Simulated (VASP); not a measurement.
# W (Im-3m) in VASP: a series of runs

The runs below take W through single point, with PBE.

Everything below comes from runs of VASP 6.6.1. Logs are shortened: lines on timing, memory, paths and dates and some standing lists are left out, and cuts for length are marked.

### Step 1. The cell of the first run

The structure is cubic, space group Im-3m (No. 229). Conventional cell: a = 3.184 Å, b = 3.184 Å, c = 3.184 Å, α = 90.00°, β = 90.00°, γ = 90.00°. Within 3.6 Å of W (site symmetry m-3m) lie 14 W at 2.76 to 3.18 Å.

### Step 2. Single point, PBE

Input file INCAR:

```
SYSTEM = W
  PREC = Accurate
  ENCUT = 520
  EDIFF = 1E-6
  ISMEAR = -1
  SIGMA = 0.1
  LREAL = .False.
  LASPH = .True.
  NELM = 100
  ALGO = Normal
  ISIF = 2
  LWAVE = .False.
  LCHARG = .True.
  GGA = PE
  LELF = .True.
  LVHAR = .True.
  NBANDS = 13
```

Input file KPOINTS:

```
Automatic mesh
0
Gamma
  15 15 15
  0 0 0
```

Input file POSCAR:

```
W
1.0
   -1.5921723362      1.5921723362      1.5921723362
    1.5921723362     -1.5921723362      1.5921723362
    1.5921723362      1.5921723362     -1.5921723362
W
1
Direct
    0.0000000000      0.0000000000      0.0000000000
```

Potentials or basis: VASP PAW PBE potentials, release 64 (W_sv).

Command:

```
> cat potpaw_PBE.64/W_sv/POTCAR > POTCAR
> mpirun -np 1 vasp_std > vasp.out
```

OUTCAR:

```text
SYSTEM = W
   PREC = Accurate
   ENCUT = 520
   EDIFF = 1E-6
   ISMEAR = -1
   LREAL = .False.
   LASPH = .True.
   NELM = 100
   ISIF = 2
   GGA = PE

 ion  position               nearest neighbor table
   1  0.000  0.000  0.000-

  LATTYP: Found a body centered cubic cell.
 ALAT       =     3.1843446724

  Lattice vectors:

 A1 = (  -1.5921723362,   1.5921723362,   1.5921723362)
 A2 = (   1.5921723362,  -1.5921723362,   1.5921723362)
 A3 = (   1.5921723362,   1.5921723362,  -1.5921723362)

Analysis of symmetry for initial positions (statically):
=====================================================================
 Subroutine PRICEL returns:
 Original cell was already a primitive cell.

 Routine SETGRP: Setting up the symmetry group for a
 body centered cubic supercell.

 Subroutine GETGRP returns: Found 48 space group operations
 (whereof 48 operations were pure point group operations)
 out of a pool of 48 trial point group operations.

The static configuration has the point symmetry O_h .

Analysis of symmetry for dynamics (positions and initial velocities):
=====================================================================
 Subroutine PRICEL returns:
 Original cell was already a primitive cell.

 Routine SETGRP: Setting up the symmetry group for a
 body centered cubic supercell.

 Subroutine GETGRP returns: Found 48 space group operations
 (whereof 48 operations were pure point group operations)
 out of a pool of 48 trial point group operations.

The dynamic configuration has the point symmetry O_h .

 Subroutine INISYM returns: Found 48 space group operations
 (whereof 48 operations are pure point group operations),
 and found     1 'primitive' translations

----------------------------------------------------------------------------------------

                                     Primitive cell

  volume of cell :      16.1447

  direct lattice vectors                    reciprocal lattice vectors
    -1.592172336  1.592172336  1.592172336     0.000000000  0.314036357  0.314036357
     1.592172336 -1.592172336  1.592172336     0.314036357  0.000000000  0.314036357
     1.592172336  1.592172336 -1.592172336     0.314036357  0.314036357  0.000000000

  length of vectors
     2.757723381  2.757723381  2.757723381     0.444114475  0.444114475  0.444114475

  position of ions in fractional coordinates (direct lattice)
     0.000000000  0.000000000  0.000000000

  ion indices of the primitive-cell ions
   primitive index   ion index
                 1           1

----------------------------------------------------------------------------------------

 KPOINTS: Automatic mesh

Automatic generation of k-mesh.
 Grid dimensions read from file:
 generate k-points for:   15   15   15

 Generating k-lattice:

  Cartesian coordinates                     Fractional coordinates (reciprocal lattice)
     0.000000000  0.020935757  0.020935757     0.066666667  0.000000000  0.000000000
     0.020935757  0.000000000  0.020935757     0.000000000  0.066666667  0.000000000
     0.020935757  0.020935757  0.000000000     0.000000000  0.000000000  0.066666667

  Length of vectors
     0.029607632  0.029607632  0.029607632

  Shift w.r.t. Gamma in fractional coordinates (k-lattice)
     0.000000000  0.000000000  0.000000000

 Subroutine IBZKPT returns following result:
 ===========================================

 Found    120 irreducible k-points:

 Following reciprocal coordinates:
            Coordinates               Weight
  0.000000  0.000000  0.000000      1.000000
  0.066667  0.000000  0.000000     12.000000
  0.133333  0.000000  0.000000     12.000000
  0.200000  0.000000  0.000000     12.000000
  0.266667  0.000000  0.000000     12.000000
  0.333333  0.000000  0.000000     12.000000
[... 16 lines left out ...]
  0.333333  0.200000  0.000000     48.000000
  0.400000  0.200000  0.000000     24.000000
 [... further k-points ...]
   k-points           NKPTS =    120   k-points in BZ     NKDIM =    120   number of bands    NBANDS=     13
   number of dos      NEDOS =    301   number of ions     NIONS =      1
   total plane-waves  NPLWV =  13824
   dimension x,y,z NGX =    24 NGY =   24 NGZ =   24
   dimension x,y,z NGXF=    48 NGYF=   48 NGZF=   48
   ions per type =               1
   NGX,Y,Z   is equivalent  to a cutoff of  14.47, 14.47, 14.47 a.u.
   NGXF,Y,Z  is equivalent  to a cutoff of  28.94, 28.94, 28.94 a.u.
 SYSTEM =  W
   PREC   = accura    normal or accurate (medium, high low for compatibility)
   ISTART =      0    job   : 0-new  1-cont  2-samecut
   ICHARG =      2    charge: 1-file 2-atom 10-const
   ISPIN  =      1    spin polarized calculation?
   LNONCOLLINEAR =      F non collinear calculations
   LSORBIT =      F    spin-orbit coupling
   LASPH  =      T    aspherical Exc in radial PAW
   ENCUT  =  520.0 eV  38.22 Ry    6.18 a.u.   5.13  5.13  5.13*2*pi/ulx,y,z
   NELM   =    100;   NELMIN=  2; NELMDL= -5     # of ELM steps
   EDIFF  = 0.1E-05   stopping-criterion for ELM
   LREAL  =      F    real-space projection
   EDIFFG = 0.1E-04   stopping-criterion for IOM
   NSW    =      0    number of steps for IOM
   IBRION =     -1    ionic relax: 0-MD 1-quasi-New 2-CG
   NFREE  =      0    steps in history (QN), initial steepest desc. (CG)
   ISIF   =      2    stress and relaxation
   ISYM   =      2    0-nonsym 1-usesym 2-fastsym
   POTIM  = 0.5000    time-step for ionic-motion
   TEBEG  =    0.0;   TEEND  =   0.0 temperature during run
   PSTRESS=    0.0 pullay stress
   NELECT =      14.0000    total number of electrons
   NUPDOWN=      -1.0000    fix difference up-down
   EMIN   =  10.00;   EMAX   =-10.00  energy-range for DOS
   EFERMI =   0.00;   METHOD = LEGACY
   ISMEAR =    -1;   SIGMA  =   0.10  broadening in eV -4-tet -1-fermi 0-gaus
   EFERMI_NEDOS =   21; number of points for ismear=-14 and -15
   IALGO  =     38    algorithm
   IMIX   =      4    mixing-type and parameters
     AMIX     =   0.40;   BMIX     =  1.00
     AMIX_MAG =   1.60;   BMIX_MAG =  1.00
  volume/ion in A,a.u.               =      16.14       108.95
  Fermi-wavevector in a.u.,A,eV,Ry     =   1.561136  2.950119 33.159384  2.437146
  Thomas-Fermi vector in A             =   2.664246
   LORBIT       =      0    0 simple, 1 ext, 2 COOP (PROOUT), +10 PAW based schemes
   GGA     = PE    functional components
   LHFCALC =     F    Hartree Fock is set to
   AEXX    =    0.0000 exact exchange contribution
   IVDW    =     0    specifies the selected vdW correction
   LEPSILON=     F    determine dielectric tensor
   LRPA    =     F    only Hartree local field effects (RPA)
 non-spin polarized calculation
  energy-cutoff  :      520.00
  volume of cell :       16.14
 maximum number of plane-waves:       448
 NGX is ok and might be reduce to    24
   NGX = 11   NGY = 11   NGZ = 11

 number of electron      14.0000002 magnetization

 Free energy of the ion-electron system (eV)
  ---------------------------------------------------
  ext. energy  EPLUGINS =         0.00000000
  ---------------------------------------------------
  free energy    TOTEN  =       -12.95992004 eV

  energy without entropy =      -12.94507873  energy(sigma->0) =      -12.95249938

 E-fermi :  11.1467     XC(G=0): -13.5378

 val. band max:       11.1172093181   @ k =  -0.3333   0.4000   0.2667
 cond. band min:      11.2750255018   @ k =  -0.2667   0.2667   0.1333
 fundamental gap:      0.1578161836
 Fermi energy:        11.1466621502

 k-point     1 :       0.0000    0.0000    0.0000
  band No.  band energies     occupation
      1     -63.0313      2.00000
      2     -26.6192      2.00000
      3     -26.6192      2.00000
      4     -26.6192      2.00000
      5       1.6449      2.00000
      6       9.9799      1.99998
      7       9.9799      1.99998
      8       9.9799      1.99998
      9      13.3969      0.00000
     10      13.3969      0.00000
     11      25.6555      0.00000
     12      25.6555      0.00000
     13      25.6555      0.00000

 k-point     2 :       0.0667    0.0000    0.0000
  band No.  band energies     occupation
      1     -63.0261      2.00000
      2     -26.6757      2.00000
      3     -26.6369      2.00000
      4     -26.6194      2.00000
      5       1.8552      2.00000
      6       9.8527      2.00000
      7       9.9500      1.99999
      8      10.1825      1.99987
      9      13.1977      0.00000
     10      13.3986      0.00000
     11      25.8326      0.00000
     12      26.0137      0.00000
     13      26.1614      0.00000

 k-point     3 :       0.1333    0.0000    0.0000
  band No.  band energies     occupation
      1     -63.0110      2.00000
      2     -26.8331      2.00000
      3     -26.6866      2.00000
      4     -26.6201      2.00000
      5       2.4526      2.00000
      6       9.5129      2.00000
      7       9.8104      2.00000
      8      10.7810      1.94965
      9      12.8325      0.00000
     10      13.4175      0.00000
     11      26.2265      0.00000
     12      27.0431      0.00000
     13      27.3439      0.00000
[... 305 lines left out ...]
 k-point    23 :       0.3333    0.2000    0.0000
  band No.  band energies     occupation
      1     -62.9024      2.00000
      2     -27.6667      2.00000
      3     -27.1533      2.00000
      4     -26.7407      2.00000
      5       6.2073      2.00000
      6       7.9696      2.00000
      7       9.5277      2.00000
      8      13.1099      0.00000
      9      14.3655      0.00000
     10      18.6212      0.00000
     11      21.0760      0.00000
     12      24.6825      0.00000
     13      27.1900      0.00000

 k-point    24 :       0.4000    0.2000    0.0000
  band No.  band energies     occupation
      1     -62.8981      2.00000
      2     -27.6860      2.00000
      3     -27.1866      2.00000
      4     -26.7431      2.00000
      5       6.1975      2.00000
      6       7.9501      2.00000
      7       9.8003      2.00000
      8      13.1525      0.00000
      9      14.5536      0.00000
     10      19.3502      0.00000
     11      20.2950      0.00000
     12      24.1699      0.00000
     13      27.0633      0.00000

 [... further k-points ...]

------------------------ aborting loop because EDIFF is reached ----------------------------------------

  FORCE on cell =-STRESS in cart. coord.  units (eV):
  Direction    XX          YY          ZZ          XY          YZ          ZX
  --------------------------------------------------------------------------------------
  -------------------------------------------------------------------------------------
  Total        0.0404285      0.0404285      0.0404285      0.0000000      0.0000000      0.0000000
  in kB        4.0120643      4.0120643      4.0120643      0.0000000      0.0000000      0.0000000
  external PRESSURE =       4.0120643 kB  Pullay stress =       0.0000000 kB

 VOLUME and BASIS-vectors are now :
 -----------------------------------------------------------------------------
  energy-cutoff  :      520.00
  volume of cell :       16.14
      direct lattice vectors                 reciprocal lattice vectors
    -1.592172336  1.592172336  1.592172336     0.000000000  0.314036357  0.314036357
     1.592172336 -1.592172336  1.592172336     0.314036357  0.000000000  0.314036357
     1.592172336  1.592172336 -1.592172336     0.314036357  0.314036357  0.000000000

 POSITION                                       TOTAL-FORCE (eV/Angst)
 -----------------------------------------------------------------------------------
      0.00000      0.00000      0.00000        -0.000000      0.000000     -0.000000
 -----------------------------------------------------------------------------------
    total drift:                               -0.000000      0.000000      0.000000

  FREE ENERGIE OF THE ION-ELECTRON SYSTEM (eV)
  ---------------------------------------------------
  free  energy   TOTEN  =       -12.9599200434 eV

  energy  without entropy=      -12.9450787259  energy(sigma->0) =      -12.95249938
```

Wall time 26 s (1 thread of Intel Xeon 8259CL, shared host); peak memory 0.16 GiB.

Results:

- Free energy: -12.9599 eV
- Pressure: 0.4 GPa
- Band gap on the k mesh: zero (band 7 reaches 15.71 eV, above the bottom of band 8 at 9.98 eV)

Levels at points of the mesh, in eV from the Fermi level:
```
           k point  band 5  band 6  band 7  band 8  band 9  band 10
(0.00, 0.00, 0.00)   -9.50   -1.17   -1.17   -1.17    2.25     2.25
```

Caveat: spin-orbit coupling is left out, which moves the levels of the heavy elements.

### Step 3. Single point, PBE

Input file INCAR:

```
  PREC = Accurate
  ENCUT = 520
  EDIFF = 1E-7
  ISMEAR = -1
  SIGMA = 0.1
  LREAL = F
  LASPH = T
  NELM = 100
  ALGO = Normal
  ISIF = 2
  LWAVE = F
  LCHARG = T
  GGA = PE
  LELF = T
  LVHAR = T
  NBANDS = 13
```

Input file KPOINTS:

```
Automatic mesh
0
Gamma
  20 20 20
```

POSCAR is that of step 2.

Potentials or basis: VASP PAW PBE potentials, release 64 (W_sv).

Command:

```
> cat potpaw_PBE.64/W_sv/POTCAR > POTCAR
> mpirun -np 1 vasp_std > vasp.out
```

Run time: 51 s. Hardware: 1 thread of Intel Xeon 8259CL, shared host; peak memory 0.18 GiB.

It converged, with:

| Item | Value |
| --- | --- |
| Free energy | -12.9646 eV |
| Pressure | 0.3 GPa |
| Band gap on the k mesh | zero (band 7 reaches 16.21 eV, above the bottom of band 8 at 9.98 eV) |

Levels at points of the mesh, in eV from the Fermi level:
| k point | band 3 | band 4 | band 5 | band 6 | band 7 | band 8 | band 9 | band 10 | band 11 | band 12 |
| --- | --- | --- | --- | --- | --- | --- | --- | --- | --- | --- |
| (0.00, 0.00, 0.00) | -37.81 | -37.81 | -9.55 | -1.22 | -1.22 | -1.22 | 2.20 | 2.20 | 14.46 | 14.46 |
| (0.50, 0.00, 0.00) | -38.21 | -37.82 | -6.17 | -3.50 | 0.60 | 2.08 | 3.04 | 5.97 | 10.77 | 11.42 |
| (0.50, 0.50, 0.50) | -38.67 | -38.67 | -5.71 | -5.71 | 5.02 | 5.02 | 5.02 | 8.08 | 8.08 | 8.08 |

Caveat: spin-orbit coupling is left out, which moves the levels of the heavy elements.

### Step 4. Single point, PBE

Input file INCAR:

```
PREC = Accurate
ENCUT = 520
EDIFF = 1E-6
ISMEAR = -1
SIGMA = 0.1
LREAL = F
LASPH = T
NELM = 80
ALGO = Normal
ISIF = 2
LWAVE = F
LCHARG = F
GGA = PE
NBANDS = 13
```

Input file KPOINTS:

```
Automatic mesh
0
Gamma
  23 23 23
```

POSCAR is that of step 3.

Command:

```
> cat potpaw_PBE.64/W_sv/POTCAR > POTCAR
> mpirun -np 1 vasp_std > vasp.out
```

It took 61 s on 1 thread of Intel Xeon 8259CL, shared host; peak memory 0.2 GiB.

The run converged. Its results:

```yaml
Free_energy: -12.9635 eV
Pressure: 0.3 GPa
Band_gap_on_the_k_mesh: zero (band 7 reaches 15.98 eV, above the bottom of band 8 at 9.98 eV)
```

Levels at points of the mesh, in eV from the Fermi level:
```
           k point  band 3  band 4  band 5  band 6  band 7  band 8  band 9  band 10  band 11  band 12
(0.00, 0.00, 0.00)  -37.79  -37.79   -9.53   -1.19   -1.19   -1.19    2.23     2.23    14.48    14.48
```

Caveat: spin-orbit coupling is left out, which moves the levels of the heavy elements.

### Step 5. Single point, PBE

Input file INCAR:

```
  ALGO = Normal
  EDIFF = 1E-6
  ENCUT = 520
  GGA = PE
  ISIF = 2
  ISMEAR = -1
  LASPH = True
  LCHARG = False
  LREAL = False
  LWAVE = False
  NBANDS = 13
  NELM = 60
  PREC = Accurate
  SIGMA = 0.6
```

Input file KPOINTS:

```
k-points
0
Gamma
  14 14 14
```

POSCAR is that of step 4.

Command:

```
> cat potpaw_PBE.64/W_sv/POTCAR > POTCAR
> mpirun -np 1 vasp_std > vasp.out
```

It took 42 s on 1 thread of AMD EPYC 7R13, shared host; peak memory 0.12 GiB.

Results (log left out):

```yaml
Free_energy: -13.3147 eV
Pressure: 4.8 GPa
Band_gap_on_the_k_mesh: zero (band 7 reaches 16.27 eV, above the bottom of band 8 at 10.02 eV)
```

Levels at points of the mesh, in eV from the Fermi level:
```csv
k point,band 3,band 4,band 5,band 6,band 7,band 8,band 9,band 10,band 11,band 12
"(0.00, 0.00, 0.00)",-37.64,-37.64,-9.46,-1.09,-1.09,-1.09,2.33,2.33,14.54,14.54
"(0.50, 0.00, 0.00)",-38.04,-37.65,-6.07,-3.38,0.69,2.22,3.18,6.12,10.90,11.51
"(0.50, 0.50, 0.50)",-38.49,-38.49,-5.60,-5.60,5.16,5.16,5.16,8.18,8.18,8.18
```

Caveat: spin-orbit coupling is left out, which moves the levels of the heavy elements.

### Step 6. Summary

```tsv
k mesh	smearing	gap on the mesh (eV)	pressure (GPa)
15 × 15 × 15	fermi-dirac 0.1 eV	none	0.4
20 × 20 × 20	fermi-dirac 0.1 eV	none	0.3
23 × 23 × 23	fermi-dirac 0.1 eV	none	0.3
14 × 14 × 14	fermi-dirac 0.6 eV	none	4.8
```

Alike in all rows: task single point; level PBE; potentials or basis VASP PAW PBE potentials, release 64 (W_sv); no spin polarisation; cell as given; cutoff (eV) 520.

Every run on the cell as given and a fine mesh finds a metal.

Caveats: spin-orbit coupling is left out, which moves the levels of the heavy elements.

Total energies depend on the potentials used, so only differences within one code and one set of settings carry meaning.
